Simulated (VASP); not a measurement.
Here is a VASP 6.6.1 calculation.

INCAR

```
SYSTEM = Al3C2
  PREC = Accurate
  ENCUT = 520
  EDIFF = 1E-6
  ISMEAR = 0
  SIGMA = 0.1
  LREAL = .False.
  LASPH = .True.
  NELM = 100
  ALGO = Normal
  ISIF = 2
  LWAVE = .False.
  LCHARG = .False.
  GGA = PE
  NBANDS = 16
```

The input KPOINTS:

```
regular mesh
0
Gamma
  6 6 4
  0 0 0
```

File POSCAR:

```
Al3C2
1.0
    3.1386368765      0.0000000000      0.0000000000
   -1.5693184383      2.7181392683      0.0000000000
    0.0000000000      0.0000000000      6.8018430533
Al C
3 2
Direct
    0.0000000000      0.0000000000      0.0000000000
    0.3333333333      0.6666666667      0.6891710383
    0.6666666667      0.3333333333      0.3108289617
    0.3333333333      0.6666666667      0.1840661577
    0.6666666667      0.3333333333      0.8159338423
```

Potentials or basis: VASP PAW PBE potentials, release 64 (Al, C).

Run with:

```bash
$ cat potpaw_PBE.64/Al/POTCAR potpaw_PBE.64/C/POTCAR > POTCAR
$ mpirun -np 1 vasp_std > vasp.out
```

Question: Estimate the largest force.

Answer: 0.017 eV/Å.

Question: What does it give for the pressure?

Answer: 0.1 GPa.

Forces in eV/Å, atoms in the order of the input:
```
Al   0.000  0.000  0.000
Al   0.000  0.000  0.003
Al   0.000  0.000 -0.003
C    0.000  0.000 -0.017
C    0.000  0.000  0.017
```

Caveat: the k points lie up to 0.39 Å⁻¹ apart.
